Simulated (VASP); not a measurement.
# Ta (P6_3/mmc) in VASP: notebook

Ta is run at these levels: r2SCAN; tasks: single point.

Program: VASP 6.6.1. These are calculated values, not measurements. Logs are shortened: lines on timing, memory, paths and dates and some standing lists are left out, and cuts for length are marked.

## 1. The cell of the first run

It takes space group P6_3/mmc (No. 194, hexagonal). The conventional cell has a = 2.892 Å, b = 2.892 Å, c = 5.107 Å, α = 90.00°, β = 90.00°, γ = 120.00°. Within 3.8 Å of Ta (site symmetry -6m2) lie 12 Ta at 2.89 to 3.05 Å.

## 2. Single point, r2SCAN

POSCAR

```
Ta
1.0
    2.8917324429      0.0000000000      0.0000000000
   -1.4458662215      2.5043137565      0.0000000000
    0.0000000000      0.0000000000      5.1073630712
Ta
2
Direct
    0.3333333333      0.6666666667      0.2500000000
    0.6666666667      0.3333333333      0.7500000000
```

INCAR.step1

```
PREC = Accurate
ENCUT = 520
ISMEAR = 1
SIGMA = 0.05
LREAL = False
LASPH = True
NELM = 100
NBANDS = 18
GGA = PE
ALGO = Normal
EDIFF = 1E-4
LWAVE = True
LCHARG = False
```

INCAR.step2

```
PREC = Accurate
ENCUT = 520
EDIFF = 1E-7
ISMEAR = 1
SIGMA = 0.05
LREAL = False
LASPH = True
NELM = 100
ALGO = Normal
ISIF = 2
LWAVE = False
LCHARG = True
METAGGA = R2SCAN
LMIXTAU = True
LELF = True
LVHAR = True
NBANDS = 18
ISTART = 1
```

KPOINTS

```
regular mesh
0
Gamma
  16 16 8
```

Potentials or basis: VASP PAW PBE potentials, release 64 (Ta_pv).

On the command line:

```sh
cat potpaw_PBE.64/Ta_pv/POTCAR > POTCAR
cp INCAR.step1 INCAR
mpirun -np 1 vasp_std > vasp.out
cp INCAR.step2 INCAR
mpirun -np 1 vasp_std > vasp.out
```

OUTCAR:

```text
PREC = Accurate
   ENCUT = 520
   EDIFF = 1E-7
   ISMEAR = 1
   LREAL = False
   LASPH = True
   NELM = 100
   ISIF = 2
   METAGGA = R2SCAN
   ISTART = 1

 ion  position               nearest neighbor table
   1  0.333  0.667  0.250-   2 3.05   2 3.05   2 3.05   2 3.05   2 3.05   2 3.05
   2  0.667  0.333  0.750-   1 3.05   1 3.05   1 3.05   1 3.05   1 3.05   1 3.05

  LATTYP: Found a hexagonal cell.
 ALAT       =     2.8917324429
 C/A-ratio  =     1.7661948925

  Lattice vectors:

 A1 = (   2.8917324429,   0.0000000000,   0.0000000000)
 A2 = (  -1.4458662215,   2.5043137565,   0.0000000000)
 A3 = (   0.0000000000,   0.0000000000,   5.1073630712)

Analysis of symmetry for initial positions (statically):
=====================================================================
 Subroutine PRICEL returns:
 Original cell was already a primitive cell.

 Routine SETGRP: Setting up the symmetry group for a
 hexagonal supercell.

 Subroutine GETGRP returns: Found 24 space group operations
 (whereof 12 operations were pure point group operations)
 out of a pool of 24 trial point group operations.

The static configuration has the point symmetry D_3d.
 The point group associated with its full space group is D_6h.

Analysis of symmetry for dynamics (positions and initial velocities):
=====================================================================
 Subroutine PRICEL returns:
 Original cell was already a primitive cell.

 Routine SETGRP: Setting up the symmetry group for a
 hexagonal supercell.

 Subroutine GETGRP returns: Found 24 space group operations
 (whereof 12 operations were pure point group operations)
 out of a pool of 24 trial point group operations.

The dynamic configuration has the point symmetry D_3d.
 The point group associated with its full space group is D_6h.

 Subroutine INISYM returns: Found 24 space group operations
 (whereof 12 operations are pure point group operations),
 and found     1 'primitive' translations

----------------------------------------------------------------------------------------

                                     Primitive cell

  volume of cell :      36.9865

  direct lattice vectors                    reciprocal lattice vectors
     2.891732443  0.000000000  0.000000000     0.345813459  0.199655494  0.000000000
    -1.445866221  2.504313757  0.000000000     0.000000000  0.399310988  0.000000000
     0.000000000  0.000000000  5.107363071     0.000000000  0.000000000  0.195795753

  length of vectors
     2.891732443  2.891732443  5.107363071     0.399310988  0.399310988  0.195795753

  position of ions in fractional coordinates (direct lattice)
     0.333333333  0.666666667  0.250000000
     0.666666667  0.333333333  0.750000000

  ion indices of the primitive-cell ions
   primitive index   ion index
                 1           1
                 2           2

----------------------------------------------------------------------------------------

 KPOINTS: regular mesh

Automatic generation of k-mesh.
 Grid dimensions read from file:
 generate k-points for:   16   16    8

 Generating k-lattice:

  Cartesian coordinates                     Fractional coordinates (reciprocal lattice)
     0.021613341  0.012478468  0.000000000     0.062500000  0.000000000  0.000000000
     0.000000000  0.024956937  0.000000000     0.000000000  0.062500000  0.000000000
     0.000000000  0.000000000  0.024474469     0.000000000  0.000000000  0.125000000

  Length of vectors
     0.024956937  0.024956937  0.024474469

  Shift w.r.t. Gamma in fractional coordinates (k-lattice)
     0.000000000  0.000000000  0.000000000

 Subroutine IBZKPT returns following result:
 ===========================================

 Found    150 irreducible k-points:

 Following reciprocal coordinates:
            Coordinates               Weight
  0.000000  0.000000  0.000000      1.000000
  0.062500  0.000000  0.000000      6.000000
  0.125000  0.000000  0.000000      6.000000
  0.187500 -0.000000  0.000000      6.000000
  0.250000  0.000000  0.000000      6.000000
  0.312500  0.000000  0.000000      6.000000
[... 16 lines left out ...]
  0.187500  0.187500  0.000000      6.000000
  0.250000  0.187500  0.000000     12.000000
 [... further k-points ...]
   k-points           NKPTS =    150   k-points in BZ     NKDIM =    150   number of bands    NBANDS=     18
   number of dos      NEDOS =    301   number of ions     NIONS =      2
   total plane-waves  NPLWV =  23040
   dimension x,y,z NGX =    24 NGY =   24 NGZ =   40
   dimension x,y,z NGXF=    48 NGYF=   48 NGZF=   80
   ions per type =               2
   NGX,Y,Z   is equivalent  to a cutoff of  13.80, 13.80, 13.02 a.u.
   NGXF,Y,Z  is equivalent  to a cutoff of  27.60, 27.60, 26.04 a.u.
 SYSTEM =  unknown system
   PREC   = accura    normal or accurate (medium, high low for compatibility)
   ISTART =      1    job   : 0-new  1-cont  2-samecut
   ICHARG =      0    charge: 1-file 2-atom 10-const
   ISPIN  =      1    spin polarized calculation?
   LNONCOLLINEAR =      F non collinear calculations
   LSORBIT =      F    spin-orbit coupling
   LASPH  =      T    aspherical Exc in radial PAW
   ENCUT  =  520.0 eV  38.22 Ry    6.18 a.u.   5.38  5.38  9.50*2*pi/ulx,y,z
   NELM   =    100;   NELMIN=  2; NELMDL=  0     # of ELM steps
   EDIFF  = 0.1E-06   stopping-criterion for ELM
   LREAL  =      F    real-space projection
   EDIFFG = 0.1E-05   stopping-criterion for IOM
   NSW    =      0    number of steps for IOM
   IBRION =     -1    ionic relax: 0-MD 1-quasi-New 2-CG
   NFREE  =      0    steps in history (QN), initial steepest desc. (CG)
   ISIF   =      2    stress and relaxation
   ISYM   =      2    0-nonsym 1-usesym 2-fastsym
   POTIM  = 0.5000    time-step for ionic-motion
   TEBEG  =    0.0;   TEEND  =   0.0 temperature during run
   PSTRESS=    0.0 pullay stress
   NELECT =      22.0000    total number of electrons
   NUPDOWN=      -1.0000    fix difference up-down
   EMIN   =  10.00;   EMAX   =-10.00  energy-range for DOS
   EFERMI =   0.00;   METHOD = LEGACY
   ISMEAR =     1;   SIGMA  =   0.05  broadening in eV -4-tet -1-fermi 0-gaus
   EFERMI_NEDOS =   21; number of points for ismear=-14 and -15
   IALGO  =     38    algorithm
   IMIX   =      4    mixing-type and parameters
     AMIX     =   0.40;   BMIX     =  1.00
     AMIX_MAG =   1.60;   BMIX_MAG =  1.00
  volume/ion in A,a.u.               =      18.49       124.80
  Fermi-wavevector in a.u.,A,eV,Ry     =   1.376791  2.601757 25.790552  1.895552
  Thomas-Fermi vector in A             =   2.502003
   LORBIT       =      0    0 simple, 1 ext, 2 COOP (PROOUT), +10 PAW based schemes
   METAGGA = R2SCAN    functional components
   LHFCALC =     F    Hartree Fock is set to
   AEXX    =    0.0000 exact exchange contribution
   IVDW    =     0    specifies the selected vdW correction
   LEPSILON=     F    determine dielectric tensor
   LRPA    =     F    only Hartree local field effects (RPA)
 non-spin polarized calculation
 Methfessel and Paxton  Order N= 1 SIGMA  =   0.05
  energy-cutoff  :      520.00
  volume of cell :       36.99
 maximum number of plane-waves:      1027
 NGX is ok and might be reduce to    24
   NGX = 11   NGY = 11   NGZ = 19

 number of electron      22.0000002 magnetization

 Free energy of the ion-electron system (eV)
  ---------------------------------------------------
  ext. energy  EPLUGINS =         0.00000000
  ---------------------------------------------------
  free energy    TOTEN  =       -96.55745585 eV

  energy without entropy =      -96.55720667  energy(sigma->0) =      -96.55737279

 E-fermi :   5.5770     XC(G=0): -13.6005

 val. band max:        5.5761284851   @ k =   0.3125   0.0625   0.0000
 cond. band min:       5.5801204416   @ k =   0.1875   0.0625   0.3750
 fundamental gap:      0.0039919565
 Fermi energy:         5.5770007753

 k-point     1 :       0.0000    0.0000    0.0000
  band No.  band energies     occupation
      1     -30.2041      2.00000
      2     -29.2748      2.00000
      3     -29.1945      2.00000
      4     -29.1945      2.00000
      5     -29.1005      2.00000
      6     -29.1005      2.00000
[... 10 lines left out ...]
     17      11.1437      0.00000
     18      11.1437      0.00000

 k-point     2 :       0.0625    0.0000    0.0000
  band No.  band energies     occupation
      1     -30.1902      2.00000
      2     -29.2767      2.00000
      3     -29.2386      2.00000
      4     -29.2065      2.00000
      5     -29.1458      2.00000
      6     -29.1083      2.00000
[... 10 lines left out ...]
     17      11.2147      0.00000
     18      11.4832      0.00000

 k-point     3 :       0.1250    0.0000    0.0000
  band No.  band energies     occupation
      1     -30.1496      2.00000
      2     -29.3634      2.00000
      3     -29.2828      2.00000
      4     -29.2724      2.00000
      5     -29.2401      2.00000
      6     -29.1309      2.00000
[... 10 lines left out ...]
     17      11.3659      0.00000
     18      12.2763      0.00000

 k-point     4 :       0.1875   -0.0000    0.0000
  band No.  band energies     occupation
      1     -30.0859      2.00000
      2     -29.5484      2.00000
      3     -29.4559      2.00000
      4     -29.2946      2.00000
      5     -29.2892      2.00000
      6     -29.1655      2.00000
[... 10 lines left out ...]
     17      11.5055      0.00000
     18      13.2603      0.00000

 k-point     5 :       0.2500    0.0000    0.0000
  band No.  band energies     occupation
      1     -30.0052      2.00000
      2     -29.7634      2.00000
      3     -29.6640      2.00000
      4     -29.3455      2.00000
      5     -29.3139      2.00000
      6     -29.2070      2.00000
[... 10 lines left out ...]
     17      11.5926      0.00000
     18      14.2873      0.00000

 k-point     6 :       0.3125    0.0000    0.0000
  band No.  band energies     occupation
      1     -29.9744      2.00000
      2     -29.9154      2.00000
      3     -29.8644      2.00000
      4     -29.4005      2.00000
      5     -29.3419      2.00000
      6     -29.2489      2.00000
[... 10 lines left out ...]
     17      11.6283      0.00000
     18      14.1534      0.00000

 k-point     7 :       0.3750   -0.0000    0.0000
  band No.  band energies     occupation
      1     -30.1499      2.00000
      2     -30.0292      2.00000
      3     -29.8270      2.00000
      4     -29.4463      2.00000
      5     -29.3775      2.00000
      6     -29.2846      2.00000
[... 10 lines left out ...]
     17      11.6316      0.00000
     18      14.0720      0.00000

 k-point     8 :       0.4375   -0.0000    0.0000
  band No.  band energies     occupation
      1     -30.2653      2.00000
      2     -30.1370      2.00000
      3     -29.7555      2.00000
      4     -29.4765      2.00000
      5     -29.4135      2.00000
      6     -29.3084      2.00000
[... 10 lines left out ...]
     17      12.1945      0.00000
     18      14.0540      0.00000
[... 229 lines left out ...]
     17      11.1451      0.00000
     18      14.3524      0.00000

 k-point    20 :       0.3125    0.1250    0.0000
  band No.  band energies     occupation
      1     -30.1189      2.00000
      2     -30.0152      2.00000
      3     -29.7998      2.00000
      4     -29.5280      2.00000
      5     -29.3895      2.00000
      6     -29.3827      2.00000
[... 10 lines left out ...]
     17      12.2719      0.00000
     18      14.7788      0.00000

 k-point    21 :       0.3750    0.1250    0.0000
  band No.  band energies     occupation
      1     -30.2194      2.00000
      2     -30.0970      2.00000
      3     -29.7286      2.00000
      4     -29.5728      2.00000
      5     -29.4280      2.00000
      6     -29.4146      2.00000
[... 10 lines left out ...]
     17      13.3185      0.00000
     18      15.2729      0.00000

 k-point    22 :       0.4375    0.1250    0.0000
  band No.  band energies     occupation
      1     -30.2544      2.00000
      2     -30.1256      2.00000
      3     -29.6980      2.00000
      4     -29.5884      2.00000
      5     -29.4470      2.00000
      6     -29.4257      2.00000
[... 10 lines left out ...]
     17      13.7663      0.00000
     18      14.6893      0.00000

 k-point    23 :       0.1875    0.1875    0.0000
  band No.  band energies     occupation
      1     -29.9008      2.00000
      2     -29.8938      2.00000
      3     -29.8878      2.00000
      4     -29.4648      2.00000
      5     -29.3641      2.00000
      6     -29.3491      2.00000
[... 10 lines left out ...]
     17      11.0381      0.00000
     18      14.4273      0.00000

 k-point    24 :       0.2500    0.1875    0.0000
  band No.  band energies     occupation
      1     -30.0344      2.00000
      2     -29.9779      2.00000
      3     -29.8099      2.00000
      4     -29.5583      2.00000
      5     -29.4453      2.00000
      6     -29.3842      2.00000
[... 10 lines left out ...]
     17      12.3080      0.00000
     18      14.9699      0.00000

 [... further k-points ...]
[... 5 lines left out ...]
  --------------------------------------------------------------------------------------
  -------------------------------------------------------------------------------------
  Total        0.0579730      0.0579730      0.1751343     -0.0000000      0.0000000     -0.0000000
  in kB        2.5112664      2.5112664      7.5864415     -0.0000000      0.0000000     -0.0000000
  external PRESSURE =       4.2029914 kB  Pullay stress =       0.0000000 kB

 VOLUME and BASIS-vectors are now :
 -----------------------------------------------------------------------------
  energy-cutoff  :      520.00
  volume of cell :       36.99
      direct lattice vectors                 reciprocal lattice vectors
     2.891732443  0.000000000  0.000000000     0.345813459  0.199655494  0.000000000
    -1.445866221  2.504313757  0.000000000     0.000000000  0.399310988  0.000000000
     0.000000000  0.000000000  5.107363071     0.000000000  0.000000000  0.195795753

 POSITION                                       TOTAL-FORCE (eV/Angst)
 -----------------------------------------------------------------------------------
     -0.00000      1.66954      1.27684        -0.000000      0.000000      0.000000
      1.44587      0.83477      3.83052         0.000000     -0.000000      0.000000
 -----------------------------------------------------------------------------------
    total drift:                               -0.000000      0.000000     -0.000000

  FREE ENERGIE OF THE ION-ELECTRON SYSTEM (eV)
  ---------------------------------------------------
  free  energy   TOTEN  =       -96.5574558545 eV

  energy  without entropy=      -96.5572066736  energy(sigma->0) =      -96.55737279
```

It took 3.6 min on 1 thread of Intel Xeon 6975P-C, shared host; peak memory 0.23 GiB.

Results:

```yaml
Free_energy: -96.5575 eV
Pressure: 0.4 GPa
Band_gap_on_the_k_mesh: zero (band 11 reaches 7.03 eV, above the bottom of band 12 at 4.80 eV)
```

Stress tensor (GPa, compression positive):
```
0.25 0.00 0.00
0.00 0.25 0.00
0.00 0.00 0.76
```

Levels at points of the mesh, in eV from the Fermi level:
| k point | band 8 | band 9 | band 10 | band 11 | band 12 | band 13 | band 14 | band 15 |
| --- | --- | --- | --- | --- | --- | --- | --- | --- |
| (0.00, 0.00, 0.00) | -5.18 | -0.51 | -0.23 | 0.68 | 0.68 | 1.30 | 1.30 | 3.24 |
| (0.50, 0.00, 0.00) | -4.09 | -3.51 | -0.63 | -0.28 | 0.58 | 1.00 | 6.04 | 6.76 |
| (0.00, 0.00, 0.50) | -6.72 | -1.26 | -1.26 | 0.74 | 0.74 | 0.74 | 0.74 | 4.80 |
| (0.50, 0.00, 0.50) | -4.57 | -2.40 | -2.40 | 1.46 | 1.46 | 2.86 | 2.86 | 5.93 |

Caveat: the PAW data sets were made with another functional, which shifts forces and pressure a little; spin-orbit coupling is left out, which moves the levels of the heavy elements.

## 3. Single point, r2SCAN

This run uses another cell than the first one, of 18.77 Å³/atom, 1.015 times its volume.

POSCAR

```
Ta
1.0
    2.9061194083      0.0000000000      0.0000000000
   -1.4530597042      2.5167732340      0.0000000000
    0.0000000000      0.0000000000      5.1327732560
Ta
2
Direct
    0.3333333333      0.6666666667      0.2500000000
    0.6666666667      0.3333333333      0.7500000000
```

INCAR.step1

```
PREC     = Accurate       # precision mode
ENCUT    = 520            # plane-wave cutoff, eV
ISMEAR   = 1              # smearing method
SIGMA    = 0.05           # smearing width, eV
LREAL    = False          # projectors in reciprocal space
LASPH    = True           # aspherical terms in the spheres
NELM     = 100            # most SCF steps
NBANDS   = 18             # bands
GGA      = PE             # functional
ALGO     = Normal         # electronic algorithm
EDIFF    = 1E-4           # SCF threshold, eV
LWAVE    = True           # write WAVECAR
LCHARG   = False          # write CHGCAR
```

INCAR.step2

```
PREC     = Accurate       # precision mode
ENCUT    = 520            # plane-wave cutoff, eV
EDIFF    = 1E-7           # SCF threshold, eV
ISMEAR   = 1              # smearing method
SIGMA    = 0.05           # smearing width, eV
LREAL    = False          # projectors in reciprocal space
LASPH    = True           # aspherical terms in the spheres
NELM     = 100            # most SCF steps
ALGO     = Normal         # electronic algorithm
ISIF     = 2              # what is computed and relaxed
LWAVE    = False          # write WAVECAR
LCHARG   = False          # write CHGCAR
METAGGA  = R2SCAN         # meta-GGA
LMIXTAU  = True         
NBANDS   = 18             # bands
ISTART   = 1
```

KPOINTS is that of step 2.

Potentials or basis: VASP PAW PBE potentials, release 64 (Ta_pv).

On the command line:

```sh
cat potpaw_PBE.64/Ta_pv/POTCAR > POTCAR
cp INCAR.step1 INCAR
mpirun -np 1 vasp_std > vasp.out
cp INCAR.step2 INCAR
mpirun -np 1 vasp_std > vasp.out
```

Wall time 3.7 min (1 thread of Intel Xeon Platinum 8488C (Sapphire Rapids), shared host); peak memory 0.22 GiB.

It converged, with:

| Property | Result |
| --- | --- |
| Free energy | -96.5540 eV |
| Pressure | -2.5 GPa |
| Band gap on the k mesh | zero (band 11 reaches 6.85 eV, above the bottom of band 12 at 4.67 eV) |

Stress tensor (GPa, compression positive):
```
-2.68  0.00  0.00
 0.00 -2.68  0.00
 0.00  0.00 -2.01
```

Levels at points of the mesh, in eV from the Fermi level:
| k point | band 9 | band 10 | band 11 | band 12 | band 13 | band 14 |
| --- | --- | --- | --- | --- | --- | --- |
| (0.00, 0.00, 0.00) | -0.49 | -0.27 | 0.69 | 0.69 | 1.29 | 1.29 |
| (0.50, 0.00, 0.00) | -3.43 | -0.66 | -0.27 | 0.56 | 1.00 | 5.94 |
| (0.00, 0.00, 0.50) | -1.23 | -1.23 | 0.74 | 0.74 | 0.74 | 0.74 |
| (0.50, 0.00, 0.50) | -2.35 | -2.35 | 1.40 | 1.40 | 2.83 | 2.83 |

Caveat: the PAW data sets were made with another functional, which shifts forces and pressure a little; spin-orbit coupling is left out, which moves the levels of the heavy elements.
